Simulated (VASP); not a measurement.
# Al (a cell with a defect) in VASP: further runs

The runs below take Al (a cell with a defect) through single point, with PBE.

Everything below comes from runs of VASP 6.6.1. Logs are shortened: lines on timing, memory, paths and dates and some standing lists are left out, and cuts for length are marked.

### 1 The cell of the first run

The cell holds a defect, 3 atoms: a = 4.050 Å, b = 4.050 Å, c = 4.050 Å, α = 90.00°, β = 90.00°, γ = 90.00°.

### 2 Single point, PBE

The input, INCAR:

```
  ALGO = Normal
  EDIFF = 1E-6
  ENCUT = 400
  GGA = PE
  GGA_COMPAT = F
  ISIF = 2
  ISMEAR = 0
  LASPH = T
  LCHARG = F
  LREAL = F
  LWAVE = F
  NBANDS = 12
  NELM = 120
  PREC = Accurate
  SIGMA = 0.05
```

The input, KPOINTS:

```
k-points
0
Gamma
  4 4 4
```

The input, POSCAR:

```
Al
1.0
    4.0500000000      0.0000000000      0.0000000000
    0.0000000000      4.0500000000      0.0000000000
    0.0000000000      0.0000000000      4.0500000000
Al
3
Direct
    0.5000000000      0.5000000000      0.0000000000
    0.5000000000      0.0000000000      0.5000000000
    0.0000000000      0.5000000000      0.5000000000
```

Potentials or basis: VASP PAW PBE potentials, release 64 (Al).

On the command line:

```sh
> cat potpaw_PBE.64/Al/POTCAR > POTCAR
> mpirun -np 1 vasp_std > vasp.out
```

OUTCAR:

```text
EDIFF = 1E-6
   ENCUT = 400
   GGA = PE
   ISIF = 2
   ISMEAR = 0
   LASPH = T
   LREAL = F
   NELM = 120
   PREC = Accurate

 ion  position               nearest neighbor table
   1  0.500  0.500  0.000-   2 2.86   3 2.86   2 2.86   3 2.86   2 2.86   2 2.86   3 2.86   3 2.86

   2  0.500  0.000  0.500-   1 2.86   3 2.86   1 2.86   1 2.86   3 2.86   1 2.86   3 2.86   3 2.86

   3  0.000  0.500  0.500-   1 2.86   2 2.86   1 2.86   2 2.86   1 2.86   2 2.86   1 2.86   2 2.86

  LATTYP: Found a simple cubic cell.
 ALAT       =     4.0500000000

  Lattice vectors:

 A1 = (   4.0500000000,   0.0000000000,   0.0000000000)
 A2 = (   0.0000000000,   4.0500000000,   0.0000000000)
 A3 = (   0.0000000000,   0.0000000000,   4.0500000000)

Analysis of symmetry for initial positions (statically):
=====================================================================
 Subroutine PRICEL returns:
 Original cell was already a primitive cell.

 Routine SETGRP: Setting up the symmetry group for a
 simple cubic supercell.

 Subroutine GETGRP returns: Found 48 space group operations
 (whereof 48 operations were pure point group operations)
 out of a pool of 48 trial point group operations.

The static configuration has the point symmetry O_h .

Analysis of symmetry for dynamics (positions and initial velocities):
=====================================================================
 Subroutine PRICEL returns:
 Original cell was already a primitive cell.

 Routine SETGRP: Setting up the symmetry group for a
 simple cubic supercell.

 Subroutine GETGRP returns: Found 48 space group operations
 (whereof 48 operations were pure point group operations)
 out of a pool of 48 trial point group operations.

The dynamic configuration has the point symmetry O_h .

 Subroutine INISYM returns: Found 48 space group operations
 (whereof 48 operations are pure point group operations),
 and found     1 'primitive' translations

----------------------------------------------------------------------------------------

                                     Primitive cell

  volume of cell :      66.4301

  direct lattice vectors                    reciprocal lattice vectors
     4.050000000  0.000000000  0.000000000     0.246913580  0.000000000  0.000000000
     0.000000000  4.050000000  0.000000000     0.000000000  0.246913580  0.000000000
     0.000000000  0.000000000  4.050000000     0.000000000  0.000000000  0.246913580

  length of vectors
     4.050000000  4.050000000  4.050000000     0.246913580  0.246913580  0.246913580

  position of ions in fractional coordinates (direct lattice)
     0.500000000  0.500000000  0.000000000
     0.500000000  0.000000000  0.500000000
     0.000000000  0.500000000  0.500000000

  ion indices of the primitive-cell ions
   primitive index   ion index
                 1           1
                 2           2
                 3           3

----------------------------------------------------------------------------------------

 KPOINTS: k-points

Automatic generation of k-mesh.
 Grid dimensions read from file:
 generate k-points for:    4    4    4

 Generating k-lattice:

  Cartesian coordinates                     Fractional coordinates (reciprocal lattice)
     0.061728395  0.000000000  0.000000000     0.250000000  0.000000000  0.000000000
     0.000000000  0.061728395  0.000000000     0.000000000  0.250000000  0.000000000
     0.000000000  0.000000000  0.061728395     0.000000000  0.000000000  0.250000000

  Length of vectors
     0.061728395  0.061728395  0.061728395

  Shift w.r.t. Gamma in fractional coordinates (k-lattice)
     0.000000000  0.000000000  0.000000000

 Subroutine IBZKPT returns following result:
 ===========================================

 Found     10 irreducible k-points:

 Following reciprocal coordinates:
            Coordinates               Weight
  0.000000  0.000000  0.000000      1.000000
  0.250000  0.000000  0.000000      6.000000
  0.500000  0.000000  0.000000      3.000000
  0.250000  0.250000  0.000000     12.000000
  0.500000  0.250000  0.000000     12.000000
  0.500000  0.500000  0.000000      3.000000
  0.250000  0.250000  0.250000      8.000000
  0.500000  0.250000  0.250000     12.000000
  0.500000  0.500000  0.250000      6.000000
  0.500000  0.500000  0.500000      1.000000
   k-points           NKPTS =     10   k-points in BZ     NKDIM =     10   number of bands    NBANDS=     12
   number of dos      NEDOS =    301   number of ions     NIONS =      3
   total plane-waves  NPLWV =  21952
   dimension x,y,z NGX =    28 NGY =   28 NGZ =   28
   dimension x,y,z NGXF=    56 NGYF=   56 NGZF=   56
   ions per type =               3
   NGX,Y,Z   is equivalent  to a cutoff of  11.49, 11.49, 11.49 a.u.
   NGXF,Y,Z  is equivalent  to a cutoff of  22.99, 22.99, 22.99 a.u.
 SYSTEM =  unknown system
   PREC   = accura    normal or accurate (medium, high low for compatibility)
   ISTART =      0    job   : 0-new  1-cont  2-samecut
   ICHARG =      2    charge: 1-file 2-atom 10-const
   ISPIN  =      1    spin polarized calculation?
   LNONCOLLINEAR =      F non collinear calculations
   LSORBIT =      F    spin-orbit coupling
   LASPH  =      T    aspherical Exc in radial PAW
   ENCUT  =  400.0 eV  29.40 Ry    5.42 a.u.   6.60  6.60  6.60*2*pi/ulx,y,z
   NELM   =    120;   NELMIN=  2; NELMDL= -5     # of ELM steps
   EDIFF  = 0.1E-05   stopping-criterion for ELM
   LREAL  =      F    real-space projection
   EDIFFG = 0.1E-04   stopping-criterion for IOM
   NSW    =      0    number of steps for IOM
   IBRION =     -1    ionic relax: 0-MD 1-quasi-New 2-CG
   NFREE  =      0    steps in history (QN), initial steepest desc. (CG)
   ISIF   =      2    stress and relaxation
   ISYM   =      2    0-nonsym 1-usesym 2-fastsym
   POTIM  = 0.5000    time-step for ionic-motion
   TEBEG  =    0.0;   TEEND  =   0.0 temperature during run
   PSTRESS=    0.0 pullay stress
   NELECT =       9.0000    total number of electrons
   NUPDOWN=      -1.0000    fix difference up-down
   EMIN   =  10.00;   EMAX   =-10.00  energy-range for DOS
   EFERMI =   0.00;   METHOD = LEGACY
   ISMEAR =     0;   SIGMA  =   0.05  broadening in eV -4-tet -1-fermi 0-gaus
   EFERMI_NEDOS =   21; number of points for ismear=-14 and -15
   IALGO  =     38    algorithm
   IMIX   =      4    mixing-type and parameters
     AMIX     =   0.40;   BMIX     =  1.00
     AMIX_MAG =   1.60;   BMIX_MAG =  1.00
  volume/ion in A,a.u.               =      22.14       149.43
  Fermi-wavevector in a.u.,A,eV,Ry     =   0.840815  1.588911  9.618918  0.706970
  Thomas-Fermi vector in A             =   1.955259
   LORBIT       =      0    0 simple, 1 ext, 2 COOP (PROOUT), +10 PAW based schemes
   GGA     = PE    functional components
   LHFCALC =     F    Hartree Fock is set to
   AEXX    =    0.0000 exact exchange contribution
   IVDW    =     0    specifies the selected vdW correction
   LEPSILON=     F    determine dielectric tensor
   LRPA    =     F    only Hartree local field effects (RPA)
 non-spin polarized calculation
 Gauss-broadening in eV      SIGMA  =   0.05
  energy-cutoff  :      400.00
  volume of cell :       66.43
 maximum number of plane-waves:      1228
 NGX is ok and might be reduce to    28
   NGX = 13   NGY = 13   NGZ = 13

 number of electron       9.0000000 magnetization

 Free energy of the ion-electron system (eV)
  ---------------------------------------------------
  ext. energy  EPLUGINS =         0.00000000
  ---------------------------------------------------
  free energy    TOTEN  =       -10.32996936 eV

  energy without entropy =      -10.32575607  energy(sigma->0) =      -10.32786272

 E-fermi :   4.9012     XC(G=0):  -9.0137

 val. band max:        4.7499634125   @ k =   0.0000   0.0000   0.0000
 cond. band min:       4.9250323190   @ k =   0.5000   0.5000   0.2500
 fundamental gap:      0.1750689065
 Fermi energy:         4.9011856427

 k-point     1 :       0.0000    0.0000    0.0000
  band No.  band energies     occupation
      1      -4.4366      2.00000
      2       3.7766      2.00000
      3       3.7766      2.00000
      4       3.7766      2.00000
      5       4.7500      1.99998
      6       4.7500      1.99998
      7       6.6731      0.00000
      8      11.5316      0.00000
      9      11.5316      0.00000
     10      11.5316      0.00000
     11      12.0775      0.00000
     12      12.0775      0.00000

 k-point     2 :       0.2500    0.0000    0.0000
  band No.  band energies     occupation
      1      -3.9166      2.00000
      2       0.7126      2.00000
      3       4.2314      2.00000
      4       4.2314      2.00000
      5       5.2921      0.00000
      6       6.3207      0.00000
      7       8.7119      0.00000
      8       8.7119      0.00000
      9       9.4115      0.00000
     10       9.5955      0.00000
     11      11.6604      0.00000
     12      12.4984      0.00000

 k-point     3 :       0.5000    0.0000    0.0000
  band No.  band energies     occupation
      1      -2.8647      2.00000
      2      -1.3822      2.00000
      3       5.0716      0.00000
      4       5.0716      0.00000
      5       6.6954      0.00000
      6       6.8844      0.00000
      7       6.8844      0.00000
      8       7.0482      0.00000
      9       7.1129      0.00000
     10      10.0164      0.00000
     11      13.1474      0.00000
     12      13.5960      0.00000
[... 76 lines left out ...]
 k-point     9 :       0.5000    0.5000    0.2500
  band No.  band energies     occupation
      1      -0.6046      2.00000
      2       0.4282      2.00000
      3       0.4282      2.00000
      4       2.3744      2.00000
      5       3.7539      2.00000
      6       4.9250      0.50000
      7       4.9250      0.50000
      8       8.2858      0.00000
      9      12.2840      0.00000
     10      13.1465      0.00000
     11      13.1465      0.00000
     12      15.3304      0.00000

 k-point    10 :       0.5000    0.5000    0.5000
  band No.  band energies     occupation
      1       0.6618      2.00000
      2       1.4628      2.00000
      3       1.4628      2.00000
      4       1.4628      2.00000
      5       2.8776      2.00000
      6       2.8776      2.00000
      7       2.8776      2.00000
      8       6.7142      0.00000
      9      16.5108      0.00000
     10      16.5108      0.00000
     11      17.1236      0.00000
     12      17.1275      0.00000

------------------------ aborting loop because EDIFF is reached ----------------------------------------

  FORCE on cell =-STRESS in cart. coord.  units (eV):
  Direction    XX          YY          ZZ          XY          YZ          ZX
  --------------------------------------------------------------------------------------
  -------------------------------------------------------------------------------------
  Total       -2.3054189     -2.3054189     -2.3054189     -0.0000000      0.0000000     -0.0000000
  in kB      -55.6026332    -55.6026332    -55.6026332     -0.0000000      0.0000000     -0.0000000
  external PRESSURE =     -55.6026332 kB  Pullay stress =       0.0000000 kB

 VOLUME and BASIS-vectors are now :
 -----------------------------------------------------------------------------
  energy-cutoff  :      400.00
  volume of cell :       66.43
      direct lattice vectors                 reciprocal lattice vectors
     4.050000000  0.000000000  0.000000000     0.246913580  0.000000000  0.000000000
     0.000000000  4.050000000  0.000000000     0.000000000  0.246913580  0.000000000
     0.000000000  0.000000000  4.050000000     0.000000000  0.000000000  0.246913580

 POSITION                                       TOTAL-FORCE (eV/Angst)
 -----------------------------------------------------------------------------------
      2.02500      2.02500      0.00000         0.000000      0.000000      0.000000
      2.02500      0.00000      2.02500         0.000000      0.000000      0.000000
      0.00000      2.02500      2.02500         0.000000      0.000000      0.000000
 -----------------------------------------------------------------------------------
    total drift:                               -0.000000      0.000000      0.000000

  FREE ENERGIE OF THE ION-ELECTRON SYSTEM (eV)
  ---------------------------------------------------
  free  energy   TOTEN  =       -10.3299693627 eV

  energy  without entropy=      -10.3257560705  energy(sigma->0) =      -10.32786272
```

It took 6.6 s on 1 thread of Intel Xeon Platinum 8375C at 2.90GHz (Ice Lake), shared host; peak memory 0.14 GiB.

What came out:

```
Free energy : -10.3300 eV
Pressure    : -5.6 GPa
```

Levels at points of the mesh, in eV from the Fermi level:
```csv
k point,band 1,band 2,band 3,band 4,band 5,band 6,band 7,band 8,band 9
"(0.00, 0.00, 0.00)",-9.34,-1.12,-1.12,-1.12,-0.15,-0.15,1.77,6.63,6.63
"(0.50, 0.00, 0.00)",-7.77,-6.28,0.17,0.17,1.79,1.98,1.98,2.15,2.21
"(0.50, 0.50, 0.00)",-6.04,-4.98,-4.98,-2.89,1.71,2.85,2.85,3.62,4.60
"(0.50, 0.50, 0.50)",-4.24,-3.44,-3.44,-3.44,-2.02,-2.02,-2.02,1.81,11.61
```

Caveat: the k points lie up to 0.39 Å⁻¹ apart.

### 3 Single point, PBE

The input, INCAR:

```
SYSTEM = Al
ALGO = Normal
EDIFF = 1E-6
ENCUT = 400
GGA = PE
GGA_COMPAT = .False.
ISIF = 2
ISMEAR = 0
LASPH = .True.
LCHARG = .True.
LELF = .True.
LREAL = .False.
LVHAR = .True.
LWAVE = .False.
NBANDS = 12
NELM = 120
PREC = Accurate
SIGMA = 0.05
```

The input, KPOINTS:

```
k-points
0
Gamma
  4 4 4
  0 0 0
```

POSCAR: that of step 2 with these lines changed.

```diff
@@ -8,3 +8,3 @@
 Direct
-    0.5000000000      0.5000000000      0.0000000000
+    0.0000000000      0.0000000000      0.0000000000
     0.5000000000      0.0000000000      0.5000000000
```

Potentials or basis: VASP PAW PBE potentials, release 64 (Al).

On the command line:

```sh
> cat potpaw_PBE.64/Al/POTCAR > POTCAR
> mpirun -np 1 vasp_std > vasp.out
```

It took 9.1 s on 1 thread of Intel Xeon Platinum 8375C at 2.90GHz (Ice Lake), shared host; peak memory 0.14 GiB.

The run converged. Its results:

```yaml
Free_energy: -10.3300 eV
Pressure: -5.6 GPa
```

Levels at points of the mesh, in eV from the Fermi level:
```
           k point  band 2  band 3  band 4  band 5  band 6  band 7
(0.00, 0.00, 0.00)   -1.12   -1.12   -1.12   -0.15   -0.15    1.77
(0.50, 0.00, 0.00)   -6.28    0.17    0.17    1.79    1.98    1.98
(0.50, 0.50, 0.00)   -4.98   -4.98   -2.89    1.71    2.85    2.85
(0.50, 0.50, 0.50)   -3.44   -3.44   -3.44   -2.02   -2.02   -2.02
```

Caveat: the k points lie up to 0.39 Å⁻¹ apart.
